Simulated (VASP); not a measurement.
Here is a VASP 6.6.1 calculation.

The input POSCAR:

```
BP
1.0
    0.0000000000      2.2375280900      2.2375280900
    2.2375280900      0.0000000000      2.2375280900
    2.2375280900      2.2375280900      0.0000000000
B P
1 1
Direct
    0.0000000000      0.0000000000      0.0000000000
    0.2500000000      0.2500000000      0.2500000000
```

The input INCAR.step1:

```
ALGO = Normal
EDIFF = 1E-4
ENCUT = 520
GGA = PE
ISMEAR = -1
LASPH = True
LCHARG = False
LREAL = False
LWAVE = True
NELM = 100
PREC = Accurate
SIGMA = 0.02
```

Contents of INCAR.step2:

```
ALGO = Normal
EDIFF = 1E-6
EDIFFG = -0.01
ENCUT = 520
IBRION = 2
ISIF = 2
ISMEAR = -1
ISTART = 1
LASPH = True
LCHARG = False
LMIXTAU = True
LREAL = False
LWAVE = False
METAGGA = R2SCAN
NELM = 100
NSW = 50
PREC = Accurate
SIGMA = 0.02
```

The input KPOINTS:

```
k-points
0
Gamma
  10 10 10
```

Potentials or basis: VASP PAW PBE potentials, release 64 (B, P).

Run with:

```console
$ cat potpaw_PBE.64/B/POTCAR potpaw_PBE.64/P/POTCAR > POTCAR
$ cp INCAR.step1 INCAR
$ mpirun -np 1 vasp_std > vasp.out
$ cp INCAR.step2 INCAR
$ mpirun -np 1 vasp_std > vasp.out
```

Question: What does it give for the band gap on the k mesh?

Answer: 1.39 eV (least direct gap 3.71 eV).

Final structure:
```
B P
1.0
     0.00000    2.23753    2.23753
     2.23753    0.00000    2.23753
     2.23753    2.23753    0.00000
B P
1 1
Direct
  0.00000 0.00000 0.00000
  0.25000 0.25000 0.25000
```

Caveat: the relaxation stopped at its first step, so nothing moved; the PAW data sets were made with another functional, which shifts forces and pressure a little. r2SCAN opens gaps a little over a GGA but as a rule still falls short of measured ones.
